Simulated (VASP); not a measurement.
# InSb (I-4m2) in VASP: notebook

InSb is run at these levels: PBE; tasks: single point.

All numbers are computed with VASP 6.6.1; they aren't measurements. Logs are shortened: lines on timing, memory, paths and dates and some standing lists are left out, and cuts for length are marked.

### 1 The cell of the first run

Symmetry: I-4m2, No. 119, tetragonal system. The conventional cell has a = 4.316 Å, b = 4.316 Å, c = 6.635 Å, α = 90.00°, β = 90.00°, γ = 90.00°. Within 3.6 Å of In (site symmetry -4m2) lie 4 Sb at 2.72 Å. Within 3.6 Å of Sb (site symmetry -4m2) lie 4 In at 2.72 Å.

### 2 Single point, PBE (strain -0.080 along x and y, +0.000 along z)

The input, INCAR:

```
PREC = Accurate
ENCUT = 520
EDIFF = 1E-7
ISMEAR = 0
SIGMA = 0.15
LREAL = False
LASPH = True
NELM = 100
ALGO = Normal
ISIF = 2
LWAVE = False
LCHARG = True
GGA = PE
LELF = True
LVHAR = True
NBANDS = 16
```

The input, KPOINTS:

```
regular mesh
0
Gamma
  16 16 16
```

The input, POSCAR:

```
InSb
1.0
    0.0000000000      3.0520309919      3.3174249912
    3.0520309919      0.0000000000      3.3174249912
    3.0520309919      3.0520309919      0.0000000000
In Sb
1 1
Direct
    0.0000000000      0.0000000000      0.0000000000
    0.7500000000      0.7500000000      0.7500000000
```

Potentials or basis: VASP PAW PBE potentials, release 64 (In_d, Sb).

The run is started by

```sh
$ cat potpaw_PBE.64/In_d/POTCAR potpaw_PBE.64/Sb/POTCAR > POTCAR
$ mpirun -np 1 vasp_std > vasp.out
```

OUTCAR:

```text
PREC = Accurate
   ENCUT = 520
   EDIFF = 1E-7
   ISMEAR = 0
   LREAL = False
   LASPH = True
   NELM = 100
   ISIF = 2
   GGA = PE

 ion  position               nearest neighbor table
   1  0.000  0.000  0.000-   2 2.72   2 2.72   2 2.72   2 2.72
   2  0.750  0.750  0.750-   1 2.72   1 2.72   1 2.72   1 2.72

  LATTYP: Found a body centered tetragonal cell.
 ALAT       =     4.3162236215
 C/A-ratio  =     1.5371886548

  Lattice vectors:

 A1 = (  -3.0520309919,   0.0000000000,   3.3174249912)
 A2 = (   3.0520309919,   0.0000000000,   3.3174249912)
 A3 = (   0.0000000000,   3.0520309919,  -3.3174249912)

Analysis of symmetry for initial positions (statically):
=====================================================================
 Subroutine PRICEL returns:
 Original cell was already a primitive cell.

 Routine SETGRP: Setting up the symmetry group for a
 body centered tetragonal supercell.

 Subroutine GETGRP returns: Found  8 space group operations
 (whereof  8 operations were pure point group operations)
 out of a pool of 16 trial point group operations.

The static configuration has the point symmetry D_2d.

Analysis of symmetry for dynamics (positions and initial velocities):
=====================================================================
 Subroutine PRICEL returns:
 Original cell was already a primitive cell.

 Routine SETGRP: Setting up the symmetry group for a
 body centered tetragonal supercell.

 Subroutine GETGRP returns: Found  8 space group operations
 (whereof  8 operations were pure point group operations)
 out of a pool of 16 trial point group operations.

The dynamic configuration has the point symmetry D_2d.

 Subroutine INISYM returns: Found  8 space group operations
 (whereof  8 operations are pure point group operations),
 and found     1 'primitive' translations

----------------------------------------------------------------------------------------

                                     Primitive cell

  volume of cell :      61.8029

  direct lattice vectors                    reciprocal lattice vectors
     0.000000000  3.052030992  3.317424991    -0.163825335  0.163825335  0.150719308
     3.052030992  0.000000000  3.317424991     0.163825335 -0.163825335  0.150719308
     3.052030992  3.052030992  0.000000000     0.163825335  0.163825335 -0.150719308

  length of vectors
     4.507793446  4.507793446  4.316223622     0.276394267  0.276394267  0.276394267

  position of ions in fractional coordinates (direct lattice)
[... 80 lines left out ...]
   LREAL  =      F    real-space projection
   EDIFFG = 0.1E-05   stopping-criterion for IOM
   NSW    =      0    number of steps for IOM
   IBRION =     -1    ionic relax: 0-MD 1-quasi-New 2-CG
   NFREE  =      0    steps in history (QN), initial steepest desc. (CG)
   ISIF   =      2    stress and relaxation
   ISYM   =      2    0-nonsym 1-usesym 2-fastsym
   POTIM  = 0.5000    time-step for ionic-motion
   TEBEG  =    0.0;   TEEND  =   0.0 temperature during run
   PSTRESS=    0.0 pullay stress
   NELECT =      18.0000    total number of electrons
   NUPDOWN=      -1.0000    fix difference up-down
   EMIN   =  10.00;   EMAX   =-10.00  energy-range for DOS
   EFERMI =   0.00;   METHOD = LEGACY
   ISMEAR =     0;   SIGMA  =   0.15  broadening in eV -4-tet -1-fermi 0-gaus
   EFERMI_NEDOS =   21; number of points for ismear=-14 and -15
   IALGO  =     38    algorithm
   IMIX   =      4    mixing-type and parameters
     AMIX     =   0.40;   BMIX     =  1.00
     AMIX_MAG =   1.60;   BMIX_MAG =  1.00
  volume/ion in A,a.u.               =      30.90       208.53
  Fermi-wavevector in a.u.,A,eV,Ry     =   1.085166  2.050666 16.022007  1.177584
  Thomas-Fermi vector in A             =   2.221273
   LORBIT       =      0    0 simple, 1 ext, 2 COOP (PROOUT), +10 PAW based schemes
   GGA     = PE    functional components
   LHFCALC =     F    Hartree Fock is set to
   AEXX    =    0.0000 exact exchange contribution
   IVDW    =     0    specifies the selected vdW correction
   LEPSILON=     F    determine dielectric tensor
   LRPA    =     F    only Hartree local field effects (RPA)
 non-spin polarized calculation
 Gauss-broadening in eV      SIGMA  =   0.15
  energy-cutoff  :      520.00
  volume of cell :       61.80
 maximum number of plane-waves:      1688
 NGX is ok and might be reduce to    36
   NGX = 17   NGY = 17   NGZ = 17

 number of electron      18.0000002 magnetization

 Free energy of the ion-electron system (eV)
  ---------------------------------------------------
  ext. energy  EPLUGINS =         0.00000000
  ---------------------------------------------------
  free energy    TOTEN  =        -6.65613726 eV

  energy without entropy =       -6.65605593  energy(sigma->0) =       -6.65609660

 E-fermi :   6.4930     XC(G=0):  -9.1097

 val. band max:        6.3422665212   @ k =   0.0000   0.0000   0.0000
 cond. band min:       6.5015046066   @ k =   0.0000   0.0000   0.0000
 fundamental gap:      0.1592380854
 Fermi energy:         6.4929979227

 k-point     1 :       0.0000    0.0000    0.0000
  band No.  band energies     occupation
      1      -8.6844      2.00000
      2      -8.6665      2.00000
      3      -8.6665      2.00000
      4      -8.5612      2.00000
      5      -8.5590      2.00000
      6      -5.1796      2.00000
[... 433 lines left out ...]
      3      -8.6641      2.00000
      4      -8.5627      2.00000
      5      -8.5583      2.00000
      6      -5.0655      2.00000
[... 8 lines left out ...]
     15      13.8936      0.00000
     16      14.1202      0.00000

 [... further k-points ...]

------------------------ aborting loop because EDIFF is reached ----------------------------------------

  FORCE on cell =-STRESS in cart. coord.  units (eV):
  Direction    XX          YY          ZZ          XY          YZ          ZX
  --------------------------------------------------------------------------------------
  -------------------------------------------------------------------------------------
  Total        3.7782665      3.7782665      2.8603044      0.0000000      0.0000000      0.0000000
  in kB       97.9476869     97.9476869     74.1504610      0.0000000      0.0000000      0.0000000
  external PRESSURE =      90.0152782 kB  Pullay stress =       0.0000000 kB

 VOLUME and BASIS-vectors are now :
 -----------------------------------------------------------------------------
  energy-cutoff  :      520.00
  volume of cell :       61.80
      direct lattice vectors                 reciprocal lattice vectors
     0.000000000  3.052030992  3.317424991    -0.163825335  0.163825335  0.150719308
     3.052030992  0.000000000  3.317424991     0.163825335 -0.163825335  0.150719308
     3.052030992  3.052030992  0.000000000     0.163825335  0.163825335 -0.150719308

 POSITION                                       TOTAL-FORCE (eV/Angst)
 -----------------------------------------------------------------------------------
      0.00000      0.00000      0.00000         0.000000      0.000000      0.000000
      4.57805      4.57805      4.97614        -0.000000     -0.000000      0.000000
 -----------------------------------------------------------------------------------
    total drift:                               -0.000001     -0.000001     -0.000001

  FREE ENERGIE OF THE ION-ELECTRON SYSTEM (eV)
  ---------------------------------------------------
  free  energy   TOTEN  =        -6.6561372642 eV

  energy  without entropy=       -6.6560559272  energy(sigma->0) =       -6.65609660
```

stdout:

```text
POSCAR found type information on POSCAR InSb
 POSCAR found :  2 types and       2 ions
 scaLAPACK will be used
 LDA part: xc-table for (Slater+PW92), standard interpolation
 POSCAR, INCAR and KPOINTS ok, starting setup
 FFT: planning ... GRIDC
 FFT: planning ... GRID_SOFT
 FFT: planning ... GRID
 WAVECAR not read
 entering main loop
```

Run time: 2.6 min. Hardware: 1 thread of AMD EPYC 9R45 (Zen 5), shared host; peak memory 0.45 GiB.

What came out:

| Property | Result |
| --- | --- |
| Free energy | -6.6561 eV |
| Pressure | 9.0 GPa |
| Band gap on the k mesh | 0.16 eV |

Stress tensor (GPa, compression positive):
```
9.79 0.00 0.00
0.00 9.79 0.00
0.00 0.00 7.42
```

Caveat: the cell differs from its parent crystal (strain -0.080 along x and y, +0.000 along z); the cell stands under pressure; semilocal functionals underestimate gaps, and a narrow one can read as zero; spin-orbit coupling is left out, which moves the levels of the heavy elements.

### 3 Single point, PBE (strain -0.040 along x and y, -0.080 along z)

The input, INCAR:

```
ALGO     = Normal         # electronic algorithm
EDIFF    = 1E-6           # SCF threshold, eV
ENCUT    = 520            # plane-wave cutoff, eV
GGA      = PE             # functional
ISIF     = 2              # what is computed and relaxed
ISMEAR   = 0              # smearing method
LASPH    = T              # aspherical terms in the spheres
LCHARG   = F              # write CHGCAR
LREAL    = F              # projectors in reciprocal space
LWAVE    = F              # write WAVECAR
NBANDS   = 16             # bands
NELM     = 60             # most SCF steps
PREC     = Accurate       # precision mode
SIGMA    = 0.15           # smearing width, eV
```

The input, KPOINTS:

```
k-points
0
Gamma
  16 16 16
```

The input, POSCAR:

```
InSb
1.0
    0.0000000000      3.1847279916      3.0520309919
    3.1847279916      0.0000000000      3.0520309919
    3.1847279916      3.1847279916      0.0000000000
In Sb
1 1
Direct
    0.0000000000      0.0000000000      0.0000000000
    0.7500000000      0.7500000000      0.7500000000
```

Potentials or basis: VASP PAW PBE potentials, release 64 (In_d, Sb).

The run is started by

```sh
$ cat potpaw_PBE.64/In_d/POTCAR potpaw_PBE.64/Sb/POTCAR > POTCAR
$ mpirun -np 1 vasp_std > vasp.out
```

It took 3.8 min on 1 thread of AMD EPYC 9R45 (Zen 5), shared host; peak memory 0.45 GiB.

It converged, with:

| Property | Result |
| --- | --- |
| Free energy | -6.6812 eV |
| Pressure | 9.0 GPa |
| Band gap on the k mesh | 0.21 eV |

Stress tensor (GPa, compression positive):
```
8.69 0.00 0.00
0.00 8.69 0.00
0.00 0.00 9.54
```

Levels at points of the mesh, in eV from the valence-band top:
| k point | band 7 | band 8 | band 9 | band 10 | band 11 | band 12 |
| --- | --- | --- | --- | --- | --- | --- |
| (0.00, 0.00, 0.00) | -0.22 | -0.22 | 0.00 | 0.21 | 2.74 | 2.83 |
| (0.50, 0.00, 0.00) | -6.24 | -1.45 | -1.15 | 0.54 | 3.55 | 3.82 |
| (0.50, 0.50, 0.00) | -6.34 | -2.90 | -2.90 | 0.87 | 0.89 | 8.58 |
| (0.50, 0.00, 0.50) | -6.56 | -2.67 | -2.64 | 1.11 | 1.23 | 8.39 |

Caveat: the cell differs from its parent crystal (strain -0.040 along x and y, -0.080 along z); the cell stands under pressure; semilocal functionals underestimate gaps, and a narrow one can read as zero; spin-orbit coupling is left out, which moves the levels of the heavy elements.
